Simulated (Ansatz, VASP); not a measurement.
## Os: VASP beside Ansatz

```xyz
1
Lattice="0.0000 2.0034 1.9742 2.0034 0.0000 1.9742 2.0034 2.0034 0.0000" Properties=species:S:1:pos:R:3 pbc="T T T"
Os    0.0000    0.0000    0.0000
```

Change from the starting cell: strain +0.030 along x and y, +0.015 along z, atoms carried along.

Alike in both runs: task single point; functional r2SCAN; k mesh 20 × 20 × 20; occupations gaussian, width 0.15 eV; no spin polarisation.

```csv
,VASP,Ansatz
version,VASP 6.6.1,Ansatz 0.2.0
potentials or method,"VASP PAW PBE potentials, release 64 (Os), cutoff 520 eV","scalar-relativistic, plane waves, PAW"
valence electrons in the cell,8,16
```

```csv
,VASP,Ansatz,Ansatz less VASP
gap on the k mesh at the Fermi level (eV),none,none,-
pressure (GPa),-37.3,-37.4,-0.10
"traceless stress, the component that is largest in VASP (GPa)",2.31,2.29,-0.022
```

VASP's potentials were made for PBE, not for r2SCAN. A gap of «none» marks a metal or a gap that the smearing closes. Both programs put the cell under strong tension, so it lies far from rest at this level. VASP's potentials hold 8 valence electrons a cell and Ansatz's 16, so a difference there can come from the potentials and not from the codes.

Spin-orbit coupling is off throughout. Noted on VASP's run: the cell as given lies far from equilibrium.
